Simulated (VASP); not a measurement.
# Sb (P6_3/mmc) in VASP: notebook

Sb is run at these levels: PBEsol; tasks: single point.

Everything below comes from runs of VASP 6.6.1. Logs are shortened: lines on timing, memory, paths and dates and some standing lists are left out, and cuts for length are marked.

### Step 1. The cell of the first run

The structure is hexagonal, space group P6_3/mmc (No. 194). The conventional cell has a = 3.302 Å, b = 3.302 Å, c = 5.330 Å, α = 90.00°, β = 90.00°, γ = 120.00°. Sb (site symmetry -6m2) has 12 Sb at 3.28 to 3.30 Å within 4.3 Å.

### Step 2. Single point, PBEsol (equal xx and yy strain of -2 %)

Contents of INCAR:

```
SYSTEM = Sb
ALGO = Normal
EDIFF = 1E-6
ENCUT = 520
GGA = PS
ISIF = 2
ISMEAR = -1
LASPH = .True.
LCHARG = .True.
LELF = .True.
LREAL = .False.
LVHAR = .True.
LWAVE = .False.
NBANDS = 12
NELM = 60
PREC = Accurate
SIGMA = 0.05
```

Contents of KPOINTS:

```
k-points
0
Gamma
  12 12 7
  0 0 0
```

Contents of POSCAR:

```
Sb
1.0
    3.3016201759      0.0000000000      0.0000000000
   -1.6508100880      2.8592869460      0.0000000000
    0.0000000000      0.0000000000      5.3300000000
Sb
2
Direct
    0.3333333333      0.6666666667      0.2500000000
    0.6666666667      0.3333333333      0.7500000000
```

Potentials or basis: VASP PAW PBE potentials, release 64 (Sb).

Command:

```sh
cat potpaw_PBE.64/Sb/POTCAR > POTCAR
mpirun -np 1 vasp_std > vasp.out
```

OUTCAR:

```text
SYSTEM = Sb
   EDIFF = 1E-6
   ENCUT = 520
   GGA = PS
   ISIF = 2
   ISMEAR = -1
   LASPH = .True.
   LREAL = .False.
   NELM = 60
   PREC = Accurate

 ion  position               nearest neighbor table
   1  0.333  0.667  0.250-   2 3.28   2 3.28   2 3.28   2 3.28   2 3.28   2 3.28
   2  0.667  0.333  0.750-   1 3.28   1 3.28   1 3.28   1 3.28   1 3.28   1 3.28

  LATTYP: Found a hexagonal cell.
 ALAT       =     3.3016201759
 C/A-ratio  =     1.6143589256

  Lattice vectors:

 A1 = (   3.3016201759,   0.0000000000,   0.0000000000)
 A2 = (  -1.6508100880,   2.8592869460,   0.0000000000)
 A3 = (   0.0000000000,   0.0000000000,   5.3300000000)

Analysis of symmetry for initial positions (statically):
[... 35 lines left out ...]
                                     Primitive cell

  volume of cell :      50.3167

  direct lattice vectors                    reciprocal lattice vectors
     3.301620176  0.000000000  0.000000000     0.302881600  0.174868773  0.000000000
    -1.650810088  2.859286946  0.000000000     0.000000000  0.349737546  0.000000000
     0.000000000  0.000000000  5.330000000     0.000000000  0.000000000  0.187617261

  length of vectors
     3.301620176  3.301620176  5.330000000     0.349737546  0.349737546  0.187617261

  position of ions in fractional coordinates (direct lattice)
     0.333333333  0.666666667  0.250000000
     0.666666667  0.333333333  0.750000000

  ion indices of the primitive-cell ions
   primitive index   ion index
                 1           1
                 2           2

----------------------------------------------------------------------------------------

 KPOINTS: k-points

Automatic generation of k-mesh.
 Grid dimensions read from file:
 generate k-points for:   12   12    7

 Generating k-lattice:

  Cartesian coordinates                     Fractional coordinates (reciprocal lattice)
     0.025240133  0.014572398  0.000000000     0.083333333  0.000000000  0.000000000
     0.000000000  0.029144796  0.000000000     0.000000000  0.083333333  0.000000000
     0.000000000  0.000000000  0.026802466     0.000000000  0.000000000  0.142857143

  Length of vectors
     0.029144796  0.029144796  0.026802466

  Shift w.r.t. Gamma in fractional coordinates (k-lattice)
     0.000000000  0.000000000  0.000000000

 Subroutine IBZKPT returns following result:
 ===========================================

 Found     76 irreducible k-points:

 Following reciprocal coordinates:
            Coordinates               Weight
  0.000000  0.000000  0.000000      1.000000
  0.083333  0.000000  0.000000      6.000000
  0.166667  0.000000  0.000000      6.000000
  0.250000  0.000000  0.000000      6.000000
  0.333333  0.000000  0.000000      6.000000
  0.416667  0.000000  0.000000      6.000000
[... 16 lines left out ...]
  0.250000  0.000000  0.142857     12.000000
  0.333333  0.000000  0.142857     12.000000
 [... further k-points ...]
   k-points           NKPTS =     76   k-points in BZ     NKDIM =     76   number of bands    NBANDS=     12
   number of dos      NEDOS =    301   number of ions     NIONS =      2
   total plane-waves  NPLWV =  31360
   dimension x,y,z NGX =    28 NGY =   28 NGZ =   40
   dimension x,y,z NGXF=    56 NGYF=   56 NGZF=   80
   ions per type =               2
   NGX,Y,Z   is equivalent  to a cutoff of  14.10, 14.10, 12.48 a.u.
   NGXF,Y,Z  is equivalent  to a cutoff of  28.20, 28.20, 24.95 a.u.
 SYSTEM =  Sb
   PREC   = accura    normal or accurate (medium, high low for compatibility)
   ISTART =      0    job   : 0-new  1-cont  2-samecut
   ICHARG =      2    charge: 1-file 2-atom 10-const
   ISPIN  =      1    spin polarized calculation?
   LNONCOLLINEAR =      F non collinear calculations
   LSORBIT =      F    spin-orbit coupling
   LASPH  =      T    aspherical Exc in radial PAW
   ENCUT  =  520.0 eV  38.22 Ry    6.18 a.u.   6.14  6.14  9.91*2*pi/ulx,y,z
   NELM   =     60;   NELMIN=  2; NELMDL= -5     # of ELM steps
   EDIFF  = 0.1E-05   stopping-criterion for ELM
   LREAL  =      F    real-space projection
   EDIFFG = 0.1E-04   stopping-criterion for IOM
   NSW    =      0    number of steps for IOM
   IBRION =     -1    ionic relax: 0-MD 1-quasi-New 2-CG
   NFREE  =      0    steps in history (QN), initial steepest desc. (CG)
   ISIF   =      2    stress and relaxation
   ISYM   =      2    0-nonsym 1-usesym 2-fastsym
   POTIM  = 0.5000    time-step for ionic-motion
   TEBEG  =    0.0;   TEEND  =   0.0 temperature during run
   PSTRESS=    0.0 pullay stress
   NELECT =      10.0000    total number of electrons
   NUPDOWN=      -1.0000    fix difference up-down
   EMIN   =  10.00;   EMAX   =-10.00  energy-range for DOS
   EFERMI =   0.00;   METHOD = LEGACY
   ISMEAR =    -1;   SIGMA  =   0.05  broadening in eV -4-tet -1-fermi 0-gaus
   EFERMI_NEDOS =   21; number of points for ismear=-14 and -15
   IALGO  =     38    algorithm
   IMIX   =      4    mixing-type and parameters
     AMIX     =   0.40;   BMIX     =  1.00
     AMIX_MAG =   1.60;   BMIX_MAG =  1.00
  volume/ion in A,a.u.               =      25.16       169.78
  Fermi-wavevector in a.u.,A,eV,Ry     =   0.955368  1.805384 12.418425  0.912729
  Thomas-Fermi vector in A             =   2.084200
   LORBIT       =      0    0 simple, 1 ext, 2 COOP (PROOUT), +10 PAW based schemes
   GGA     = PS    functional components
   LHFCALC =     F    Hartree Fock is set to
   AEXX    =    0.0000 exact exchange contribution
   IVDW    =     0    specifies the selected vdW correction
   LEPSILON=     F    determine dielectric tensor
   LRPA    =     F    only Hartree local field effects (RPA)
 non-spin polarized calculation
  energy-cutoff  :      520.00
  volume of cell :       50.32
 maximum number of plane-waves:      1374
 NGX is ok and might be reduce to    28
   NGX = 13   NGY = 13   NGZ = 19

 number of electron      10.0000000 magnetization

 Free energy of the ion-electron system (eV)
  ---------------------------------------------------
  ext. energy  EPLUGINS =         0.00000000
  ---------------------------------------------------
  free energy    TOTEN  =        -8.65953583 eV

  energy without entropy =       -8.64743515  energy(sigma->0) =       -8.65348549

 E-fermi :   9.3092     XC(G=0): -10.6280

 val. band max:        9.3038549624   @ k =   0.1667   0.1667   0.4286
 cond. band min:       9.3129457854   @ k =   0.4167   0.0833   0.0000
 fundamental gap:      0.0090908230
 Fermi energy:         9.3091686445

 k-point     1 :       0.0000    0.0000    0.0000
  band No.  band energies     occupation
      1      -4.2020      2.00000
      2       0.0687      2.00000
      3       3.0327      2.00000
      4      13.0486      0.00000
      5      13.0486      0.00000
      6      14.8569      0.00000
      7      14.8569      0.00000
      8      15.4081      0.00000
      9      17.1662      0.00000
     10      18.2757      0.00000
     11      19.4959      0.00000
     12      19.4959      0.00000

 k-point     2 :       0.0833    0.0000    0.0000
  band No.  band energies     occupation
      1      -4.0729      2.00000
      2       0.1832      2.00000
      3       3.1676      2.00000
      4      11.7455      0.00000
      5      12.5390      0.00000
      6      14.1894      0.00000
      7      15.0135      0.00000
      8      15.2340      0.00000
      9      17.4368      0.00000
     10      18.2380      0.00000
     11      19.4887      0.00000
     12      19.7822      0.00000

 k-point     3 :       0.1667    0.0000    0.0000
  band No.  band energies     occupation
      1      -3.6866      2.00000
      2       0.5194      2.00000
      3       3.5689      2.00000
      4       9.4867      0.05581
      5      11.6322      0.00000
      6      12.6457      0.00000
      7      14.5101      0.00000
      8      14.8478      0.00000
      9      16.0487      0.00000
     10      18.5204      0.00000
     11      19.2409      0.00000
     12      20.0043      0.00000

 k-point     4 :       0.2500    0.0000    0.0000
  band No.  band energies     occupation
      1      -3.0482      2.00000
      2       1.0430      2.00000
      3       4.2254      2.00000
      4       7.2532      2.00000
      5      10.7584      0.00000
      6      10.7850      0.00000
      7      13.1174      0.00000
      8      14.3161      0.00000
      9      14.9235      0.00000
     10      17.8134      0.00000
     11      18.9432      0.00000
     12      19.3584      0.00000

 k-point     5 :       0.3333    0.0000    0.0000
  band No.  band energies     occupation
      1      -2.1730      2.00000
      2       1.6066      2.00000
      3       5.1096      2.00000
      4       5.3936      2.00000
      5       8.8404      1.99983
      6      10.1302      0.00000
      7      11.4484      0.00000
      8      13.7737      0.00000
      9      14.1968      0.00000
     10      17.3522      0.00000
     11      18.5525      0.00000
     12      18.8955      0.00000

 k-point     6 :       0.4167    0.0000    0.0000
  band No.  band energies     occupation
      1      -1.1202      2.00000
      2       1.6057      2.00000
      3       4.5829      2.00000
      4       6.1342      2.00000
      5       7.1266      2.00000
      6       9.7212      0.00053
      7       9.8827      0.00002
      8      13.4019      0.00000
      9      13.7894      0.00000
     10      17.0503      0.00000
     11      18.3072      0.00000
     12      18.6181      0.00000

 k-point     7 :       0.5000    0.0000    0.0000
  band No.  band energies     occupation
      1      -0.3500      2.00000
      2       1.0252      2.00000
      3       4.8858      2.00000
      4       6.1334      2.00000
      5       6.7993      2.00000
      6       9.0285      1.99273
      7       9.5824      0.00844
      8      13.2716      0.00000
      9      13.6576      0.00000
     10      16.9445      0.00000
     11      18.2248      0.00000
     12      18.5257      0.00000

 k-point     8 :       0.0833    0.0833    0.0000
  band No.  band energies     occupation
      1      -3.8151      2.00000
      2       0.4088      2.00000
      3       3.4358      2.00000
      4      10.3566      0.00000
      5      11.2635      0.00000
      6      13.7599      0.00000
      7      14.4973      0.00000
      8      14.7946      0.00000
      9      17.2016      0.00000
     10      17.7480      0.00000
     11      19.0408      0.00000
     12      19.2072      0.00000
[... 166 lines left out ...]
 k-point    20 :       0.0000    0.0000    0.1429
  band No.  band energies     occupation
      1      -4.0921      2.00000
      2      -0.5211      2.00000
      3       3.8447      2.00000
      4      13.1337      0.00000
      5      13.1337      0.00000
      6      14.2723      0.00000
      7      14.7800      0.00000
      8      14.7800      0.00000
      9      17.2412      0.00000
     10      18.4989      0.00000
     11      19.1994      0.00000
     12      19.1994      0.00000

 k-point    21 :       0.0833    0.0000    0.1429
  band No.  band energies     occupation
      1      -3.9631      2.00000
      2      -0.4012      2.00000
      3       3.9718      2.00000
      4      11.8425      0.00000
      5      12.6339      0.00000
      6      13.9410      0.00000
      7      14.3259      0.00000
      8      14.8562      0.00000
      9      17.3316      0.00000
     10      18.2843      0.00000
     11      19.1973      0.00000
     12      19.2503      0.00000

 k-point    22 :       0.1667    0.0000    0.1429
  band No.  band energies     occupation
      1      -3.5770      2.00000
      2      -0.0470      2.00000
      3       4.3448      2.00000
      4       9.5993      0.00603
      5      11.7381      0.00000
      6      12.2836      0.00000
      7      14.0115      0.00000
      8      14.5707      0.00000
      9      16.0828      0.00000
     10      18.1903      0.00000
     11      18.5305      0.00000
     12      19.8910      0.00000

 k-point    23 :       0.2500    0.0000    0.1429
  band No.  band energies     occupation
      1      -2.9392      2.00000
      2       0.5170      2.00000
      3       4.9119      2.00000
      4       7.4133      2.00000
      5      10.2829      0.00000
      6      10.8969      0.00000
      7      13.2105      0.00000
      8      13.9872      0.00000
      9      15.1112      0.00000
     10      17.1877      0.00000
     11      18.0986      0.00000
     12      19.8060      0.00000

 k-point    24 :       0.3333    0.0000    0.1429
  band No.  band energies     occupation
      1      -2.0656      2.00000
      2       1.1898      2.00000
      3       4.9718      2.00000
      4       6.2605      2.00000
      5       8.3108      2.00000
      6      10.2452      0.00000
      7      11.9266      0.00000
      8      13.4313      0.00000
      9      14.3538      0.00000
     10      16.6415      0.00000
     11      18.2286      0.00000
     12      19.3785      0.00000

 [... further k-points ...]
[... 5 lines left out ...]
  --------------------------------------------------------------------------------------
  -------------------------------------------------------------------------------------
  Total        0.9819890      0.9819890      0.6673333     -0.0000000      0.0000000      0.0000000
  in kB       31.2683638     31.2683638     21.2491394     -0.0000000      0.0000000      0.0000000
  external PRESSURE =      27.9286223 kB  Pullay stress =       0.0000000 kB

 VOLUME and BASIS-vectors are now :
 -----------------------------------------------------------------------------
  energy-cutoff  :      520.00
  volume of cell :       50.32
      direct lattice vectors                 reciprocal lattice vectors
     3.301620176  0.000000000  0.000000000     0.302881600  0.174868773  0.000000000
    -1.650810088  2.859286946  0.000000000     0.000000000  0.349737546  0.000000000
     0.000000000  0.000000000  5.330000000     0.000000000  0.000000000  0.187617261

 POSITION                                       TOTAL-FORCE (eV/Angst)
 -----------------------------------------------------------------------------------
     -0.00000      1.90619      1.33250         0.000000     -0.000000      0.000000
      1.65081      0.95310      3.99750        -0.000000      0.000000      0.000000
 -----------------------------------------------------------------------------------
    total drift:                                0.000000     -0.000000      0.000000

  FREE ENERGIE OF THE ION-ELECTRON SYSTEM (eV)
  ---------------------------------------------------
  free  energy   TOTEN  =        -8.6595358294 eV

  energy  without entropy=       -8.6474351537  energy(sigma->0) =       -8.65348549
```

Run time: 21 s. Hardware: 1 thread of Intel Xeon Platinum 8488C (Sapphire Rapids), shared host; peak memory 0.2 GiB.

Results:

* Free energy: -8.6595 eV
* Pressure: 2.8 GPa
* Band gap on the k mesh: zero (band 5 reaches 13.75 eV, above the bottom of band 6 at 6.16 eV)

Levels at points of the mesh, in eV from the Fermi level:
```
           k point  band 2  band 3  band 4  band 5  band 6  band 7  band 8  band 9
(0.00, 0.00, 0.00)   -9.24   -6.28    3.74    3.74    5.55    5.55    6.10    7.86
(0.50, 0.00, 0.00)   -8.28   -4.42   -3.18   -2.51   -0.28    0.27    3.96    4.35
```

Caveat: the cell differs from its parent crystal (equal xx and yy strain of -2 %); the PAW data sets were made with another functional, which shifts forces and pressure a little; spin-orbit coupling is left out, which moves the levels of the heavy elements.

### Step 3. Single point, PBEsol (equal xx and yy strain of +1 %)

Contents of INCAR:

```
PREC = Accurate
ENCUT = 520
EDIFF = 1E-7
ISMEAR = -1
SIGMA = 0.05
LREAL = F
LASPH = T
NELM = 100
ALGO = Normal
ISIF = 2
LWAVE = F
LCHARG = T
GGA = PS
LELF = T
LVHAR = T
NBANDS = 12
```

Contents of KPOINTS:

```
regular mesh
0
Gamma
  12 12 7
```

Contents of POSCAR:

```
Sb
1.0
    3.4026901813      0.0000000000      0.0000000000
   -1.7013450907      2.9468161382      0.0000000000
    0.0000000000      0.0000000000      5.3300000000
Sb
2
Direct
    0.3333333333      0.6666666667      0.2500000000
    0.6666666667      0.3333333333      0.7500000000
```

Potentials or basis: VASP PAW PBE potentials, release 64 (Sb).

Command:

```sh
cat potpaw_PBE.64/Sb/POTCAR > POTCAR
mpirun -np 1 vasp_std > vasp.out
```

Wall time 26 s (1 thread of Intel Xeon Platinum 8488C (Sapphire Rapids), shared host); peak memory 0.2 GiB.

The run converged. Its results:

```
Free energy            : -8.6782 eV
Pressure               : -1.5 GPa
Band gap on the k mesh : zero (band 5 reaches 12.31 eV, above the bottom of band 6 at 5.62 eV)
```

Stress tensor (GPa, compression positive):
```
-1.17  0.00  0.00
 0.00 -1.17  0.00
 0.00  0.00 -2.09
```

Levels at points of the mesh, in eV from the Fermi level:
| k point | band 3 | band 4 | band 5 | band 6 | band 7 | band 8 |
| --- | --- | --- | --- | --- | --- | --- |
| (0.00, 0.00, 0.00) | -5.82 | 3.12 | 3.12 | 4.92 | 4.92 | 6.01 |
| (0.50, 0.00, 0.00) | -4.17 | -2.78 | -2.37 | -0.18 | 0.03 | 3.69 |

Caveat: the cell differs from its parent crystal (equal xx and yy strain of +1 %); the PAW data sets were made with another functional, which shifts forces and pressure a little; spin-orbit coupling is left out, which moves the levels of the heavy elements.
